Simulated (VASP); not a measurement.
# Bi (P6_3/mmc) in VASP: further runs, part 2 of 2

VASP 6.6.1. The steps go on from the part before.

### Step 4. Single point, r2SCAN (strain +0.015 along x and y, -0.030 along z)

File POSCAR:

```
Bi
1.0
    4.6070853042      0.0000000000      0.0000000000
   -2.3035426521      3.9898529108      0.0000000000
    0.0000000000      0.0000000000     11.4741300000
Bi
2
Direct
    0.3333333333      0.6666666667      0.2500000000
    0.6666666667      0.3333333333      0.7500000000
```

File INCAR.step1:

```
PREC = Accurate ; ENCUT = 520
ISMEAR = 0 ; SIGMA = 0.15
LREAL = F ; LASPH = T
NELM = 100 ; NBANDS = 22
GGA = PE ; ALGO = Normal
EDIFF = 1E-4 ; LWAVE = T
LCHARG = F
```

File INCAR.step2:

```
PREC = Accurate ; ENCUT = 520
EDIFF = 1E-6 ; ISMEAR = 0
SIGMA = 0.15 ; LREAL = F
LASPH = T ; NELM = 100
ALGO = Normal ; ISIF = 2
LWAVE = F ; LCHARG = F
METAGGA = R2SCAN ; LMIXTAU = T
NBANDS = 22 ; ISTART = 1
```

File KPOINTS:

```
regular mesh
0
Gamma
  12 12 4
```

Potentials or basis: VASP PAW PBE potentials, release 64 (Bi_d).

Run with:

```
$ cat potpaw_PBE.64/Bi_d/POTCAR > POTCAR
$ cp INCAR.step1 INCAR
$ mpirun -np 1 vasp_std > vasp.out
$ cp INCAR.step2 INCAR
$ mpirun -np 1 vasp_std > vasp.out
```

OUTCAR:

```text
PREC = Accurate
   ENCUT = 520
   EDIFF = 1E-6
   ISMEAR = 0
   LREAL = F
   LASPH = T
   NELM = 100
   ISIF = 2
   METAGGA = R2SCAN
   ISTART = 1

 ion  position               nearest neighbor table
   1  0.333  0.667  0.250-
   2  0.667  0.333  0.750-

  LATTYP: Found a hexagonal cell.
 ALAT       =     4.6070853042
 C/A-ratio  =     2.4905399493

  Lattice vectors:

[... 189 lines left out ...]
  band No.  band energies     occupation
      1     -24.7262      2.00000
      2     -24.7262      2.00000
      3     -24.7262      2.00000
      4     -24.7262      2.00000
      5     -24.6953      2.00000
      6     -24.6953      2.00000
[... 589 lines left out ...]
     21       4.7866      0.00000
     22       5.1017      0.00000

 [... further k-points ...]
[... 5 lines left out ...]
  --------------------------------------------------------------------------------------
  -------------------------------------------------------------------------------------
  Total       -6.3647947     -6.3647947     -0.8198310      0.0000000      0.0000000      0.0000000
  in kB      -48.3495102    -48.3495102     -6.2277622      0.0000000      0.0000000      0.0000000
  external PRESSURE =     -34.3089275 kB  Pullay stress =       0.0000000 kB

 VOLUME and BASIS-vectors are now :
 -----------------------------------------------------------------------------
  energy-cutoff  :      520.00
  volume of cell :      210.91
      direct lattice vectors                 reciprocal lattice vectors
     4.607085304  0.000000000  0.000000000     0.217056975  0.125317903  0.000000000
    -2.303542652  3.989852911  0.000000000     0.000000000  0.250635806  0.000000000
     0.000000000  0.000000000 11.474130000     0.000000000  0.000000000  0.087152577

 POSITION                                       TOTAL-FORCE (eV/Angst)
 -----------------------------------------------------------------------------------
     -0.00000      2.65990      2.86853        -0.000000      0.000000      0.000000
      2.30354      1.32995      8.60560         0.000000     -0.000000      0.000000
 -----------------------------------------------------------------------------------
    total drift:                               -0.000000      0.000000     -0.000000

  FREE ENERGIE OF THE ION-ELECTRON SYSTEM (eV)
  ---------------------------------------------------
  free  energy   TOTEN  =      -111.7145638624 eV

  energy  without entropy=     -111.6169009092  energy(sigma->0) =     -111.66573239
```

OUTCAR.step1:

```text
PREC = Accurate
   ENCUT = 520
   ISMEAR = 0
   LREAL = F
   LASPH = T
[... 824 lines left out ...]
 -----------------------------------------------------------------------------------
     -0.00000      2.65990      2.86853         0.000000     -0.000000      0.000000
      2.30354      1.32995      8.60560        -0.000000      0.000000      0.000000
 -----------------------------------------------------------------------------------
    total drift:                               -0.000000      0.000000     -0.000000

  FREE ENERGIE OF THE ION-ELECTRON SYSTEM (eV)
  ---------------------------------------------------
  free  energy   TOTEN  =        -3.0871407543 eV

  energy  without entropy=       -2.9882621928  energy(sigma->0) =       -3.03770147
```

OSZICAR.step1:

```text
N       E                     dE             d eps       ncg     rms          rms(c)
DAV:   1     0.263340160089E+03    0.26334E+03   -0.14209E+04  2668   0.117E+03
DAV:   2     0.172906393316E+02   -0.24605E+03   -0.24214E+03  2778   0.319E+02
DAV:   3    -0.242297963924E+01   -0.19714E+02   -0.19497E+02  2982   0.118E+02
DAV:   4    -0.307158314265E+01   -0.64860E+00   -0.64638E+00  3138   0.237E+01
DAV:   5    -0.309333795113E+01   -0.21755E-01   -0.21754E-01  3492   0.405E+00    0.757E-01
DAV:   6    -0.308319372092E+01    0.10144E-01   -0.33118E-02  3036   0.134E+00    0.483E-01
DAV:   7    -0.308564871520E+01   -0.24550E-02   -0.39114E-02  2838   0.119E+00    0.115E-01
DAV:   8    -0.308678735573E+01   -0.11386E-02   -0.26978E-03  2676   0.599E-01    0.502E-02
DAV:   9    -0.308700701968E+01   -0.21966E-03   -0.12392E-04  2212   0.721E-02    0.246E-02
DAV:  10    -0.308713566086E+01   -0.12864E-03   -0.15205E-04  2136   0.622E-02    0.304E-03
DAV:  11    -0.308714075433E+01   -0.50935E-05   -0.59566E-06  1710   0.219E-02
   1 F= -.30871408E+01 E0= -.30377015E+01  d E =-.988786E-01
```

It took 24 min on 1 thread of Oxide Virtual Turin-like, shared host; peak memory 0.47 GiB.

Results:

```
Free energy            : -111.7146 eV
Pressure               : -3.4 GPa
Band gap on the k mesh : zero (bands 15 and 16 overlap by 2.09 eV)
```

Caveat: the cell differs from its parent crystal (strain +0.015 along x and y, -0.030 along z); the cell stands under tension; the PAW data sets were made with another functional, which shifts forces and pressure a little; spin-orbit coupling is left out, which moves the levels of the heavy elements.

### Step 5. Summary

```csv
cell,gap on the mesh (eV),pressure (GPa)
"a = 4.675, b = 4.675, c = 11.474 Å, angles 90.0, 90.0, 120.0°, 2 atoms",none,-3.2
"a = 4.471, b = 4.471, c = 12.184 Å, angles 90.0, 90.0, 120.0°, 2 atoms",none,-3.6
"a = 4.607, b = 4.607, c = 11.474 Å, angles 90.0, 90.0, 120.0°, 2 atoms",none,-3.4
```

Alike in all rows: task single point; level r2SCAN; potentials or basis VASP PAW PBE potentials, release 64 (Bi_d); no spin polarisation; k mesh 12 × 12 × 4; cutoff (eV) 520; smearing gaussian 0.15 eV.

Caveats: the cell stands under tension; the PAW data sets were made with another functional, which shifts forces and pressure a little; spin-orbit coupling is left out, which moves the levels of the heavy elements.

Total energies depend on the potentials used, so only differences within one code and one set of settings carry meaning.
